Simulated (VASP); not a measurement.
# TaTi4 (P6_3/mmc) in VASP: notebook, part 2 of 2

VASP 6.6.1.

### 4 Single point, PBE

This run uses another cell than the first one, of 17.65 Å³/atom.

Input file INCAR:

```
SYSTEM = TaTi4
PREC = Accurate
ENCUT = 520
EDIFF = 1E-7
ISMEAR = 0
SIGMA = 0.1
LREAL = .False.
LASPH = .True.
NELM = 100
ALGO = Fast
ISIF = 2
LWAVE = .False.
LCHARG = .False.
GGA = PE
NBANDS = 70
```

Input file KPOINTS:

```
regular mesh
0
Gamma
  12 12 2
  0 0 0
```

Input file POSCAR:

```
TaTi4
1.0
    2.9297606480      0.0000000000      0.0000000000
   -1.4648803240      2.5372471482      0.0000000000
    0.0000000000      0.0000000000     23.7408364984
Ti Ta
8 2
Direct
    0.3333333333      0.6666666667      0.0496413980
    0.6666666667      0.3333333333      0.1472022183
    0.6666666667      0.3333333333      0.3527977817
    0.3333333333      0.6666666667      0.8527977817
    0.6666666667      0.3333333333      0.9503586020
    0.6666666667      0.3333333333      0.5496413980
    0.3333333333      0.6666666667      0.4503586020
    0.3333333333      0.6666666667      0.6472022183
    0.3333333333      0.6666666667      0.2500000000
    0.6666666667      0.3333333333      0.7500000000
```

Potentials or basis: VASP PAW PBE potentials, release 64 (Ti_sv, Ta_pv).

The run is started by

```sh
$ cat potpaw_PBE.64/Ti_sv/POTCAR potpaw_PBE.64/Ta_pv/POTCAR > POTCAR
$ mpirun -np 1 vasp_std > vasp.out
```

OUTCAR:

```text
SYSTEM = TaTi4
   PREC = Accurate
   ENCUT = 520
   EDIFF = 1E-7
   ISMEAR = 0
   LREAL = .False.
   LASPH = .True.
   NELM = 100
   ISIF = 2
   GGA = PE

 ion  position               nearest neighbor table
   1  0.333  0.667  0.050-   2 2.87   2 2.87   2 2.87   5 2.90   5 2.90   5 2.90
   2  0.667  0.333  0.147-   1 2.87   1 2.87   1 2.87   9 2.97   9 2.97   9 2.97
   3  0.667  0.333  0.353-   7 2.87   7 2.87   7 2.87   9 2.97   9 2.97   9 2.97
   4  0.333  0.667  0.853-   5 2.87   5 2.87   5 2.87  10 2.97  10 2.97  10 2.97
   5  0.667  0.333  0.950-   4 2.87   4 2.87   4 2.87   1 2.90   1 2.90   1 2.90
[... 1979 lines left out ...]
  external PRESSURE =      -2.2611755 kB  Pullay stress =       0.0000000 kB

 VOLUME and BASIS-vectors are now :
 -----------------------------------------------------------------------------
  energy-cutoff  :      520.00
  volume of cell :      176.48
      direct lattice vectors                 reciprocal lattice vectors
     2.929760648  0.000000000  0.000000000     0.341324811  0.197063972  0.000000000
    -1.464880324  2.537247148  0.000000000     0.000000000  0.394127943  0.000000000
     0.000000000  0.000000000 23.740836498     0.000000000  0.000000000  0.042121515

 POSITION                                       TOTAL-FORCE (eV/Angst)
 -----------------------------------------------------------------------------------
     -0.00000      1.69150      1.17853         0.000000      0.000000      0.004930
      1.46488      0.84575      3.49470        -0.000000      0.000000     -0.007923
      1.46488      0.84575      8.37571        -0.000000      0.000000      0.007923
     -0.00000      1.69150     20.24613        -0.000000     -0.000000      0.007923
      1.46488      0.84575     22.56231        -0.000000     -0.000000     -0.004930
      1.46488      0.84575     13.04895         0.000000     -0.000000      0.004930
     -0.00000      1.69150     10.69189         0.000000      0.000000     -0.004930
     -0.00000      1.69150     15.36512         0.000000     -0.000000     -0.007923
     -0.00000      1.69150      5.93521        -0.000000     -0.000000      0.000000
      1.46488      0.84575     17.80563         0.000000      0.000000      0.000000
 -----------------------------------------------------------------------------------
    total drift:                               -0.000000      0.000000     -0.000000

  FREE ENERGIE OF THE ION-ELECTRON SYSTEM (eV)
  ---------------------------------------------------
  free  energy   TOTEN  =       -85.7414514578 eV

  energy  without entropy=      -85.6678749321  energy(sigma->0) =      -85.70466319
```

stdout:

```text
POSCAR found type information on POSCAR TiTa
 POSCAR found :  2 types and      10 ions
 scaLAPACK will be used
[... 55 lines left out ...]
 num prob WARNING in EDDRMM: call to ZHEGV failed, returncode =   6  3      9
 num prob  num prob  num prob  num prob  num prob  num prob  num prob  num prob  num prob WARNING in EDDRMM: call to ZHEGV failed, returncode =   6  3     12
 num prob  num prob  num prob  num prob  num prob  num prob  num prob  num prob  num prob  num prob  num prob  num prob  num prob  num prob  num prob  num prob  num prob  num prob  num prob  num prob  num prob  num prob  num prob WARNING in EDDRMM: call to ZHEGV failed, returncode =   8  4     19
 num prob  num prob  num prob  num prob  num prob  num prob  num prob  num prob  num prob RMM:  32    -0.857411769197E+02   -
```

Run time: 44 min. Hardware: 1 thread of AMD EPYC 9R45 (Zen 5), shared host; peak memory 0.51 GiB.

What came out:

| Item | Value |
| --- | --- |
| Free energy | -85.7415 eV |
| Pressure | -0.2 GPa |
| Largest force | 0.008 eV/Å |
| Band gap on the k mesh | zero (bands 59 and 60 overlap by 0.99 eV) |

Forces on the atoms (eV/Å):
```
Ti   0.000  0.000  0.005
Ti   0.000  0.000 -0.008
Ti   0.000  0.000  0.008
Ti   0.000  0.000  0.008
Ti   0.000  0.000 -0.005
Ti   0.000  0.000  0.005
Ti   0.000  0.000 -0.005
Ti   0.000  0.000 -0.008
Ta   0.000  0.000  0.000
Ta   0.000  0.000  0.000
```

Levels at points of the mesh, in eV from the Fermi level:
| k point | band 55 | band 56 | band 57 | band 58 | band 59 | band 60 | band 61 | band 62 |
| --- | --- | --- | --- | --- | --- | --- | --- | --- |
| (0.00, 0.00, 0.00) | 0.43 | 0.49 | 0.49 | 0.51 | 0.51 | 0.52 | 0.61 | 0.61 |
| (0.50, 0.00, 0.00) | -1.10 | -0.95 | -0.83 | -0.63 | 0.47 | 0.50 | 0.71 | 0.75 |
| (0.00, 0.00, 0.50) | 0.44 | 0.44 | 0.50 | 0.50 | 0.50 | 0.50 | 0.65 | 0.65 |
| (0.50, 0.00, 0.50) | -1.04 | -1.04 | -0.78 | -0.78 | 0.56 | 0.56 | 0.69 | 0.69 |

Caveat: spin-orbit coupling is left out, which moves the levels of the heavy elements.

### 5 The runs side by side

```csv
spin,cell,k mesh,further INCAR settings,gap on the mesh (eV),pressure (GPa),largest force (eV/Å)
collinear,"a = 2.936, b = 2.936, c = 23.695 Å, angles 90.0, 90.0, 120.0°, 10 atoms, atomic positions A",6 × 6 × 1,ALGO = Fast; EDIFF = 1e-07; NBANDS = 74,none,-0.6,0.06
off,"a = 2.930, b = 2.930, c = 23.739 Å, angles 90.0, 90.0, 120.0°, 10 atoms, atomic positions B",12 × 12 × 2,ALGO = Fast; EDIFF = 1e-06; NBANDS = 70,none,-0.2,0.01
off,"a = 2.930, b = 2.930, c = 23.741 Å, angles 90.0, 90.0, 120.0°, 10 atoms, atomic positions B",12 × 12 × 2,ALGO = Fast; EDIFF = 1e-07; NBANDS = 70,none,-0.2,0.01
```

Alike in all rows: task single point; level PBE; potentials or basis VASP PAW PBE potentials, release 64 (Ti_sv, Ta_pv); cutoff (eV) 520; smearing gaussian 0.1 eV.

Caveats: some runs use coarse meshes; spin-orbit coupling is left out, which moves the levels of the heavy elements.

Total energies depend on the potentials used, so only differences within one code and one set of settings carry meaning.
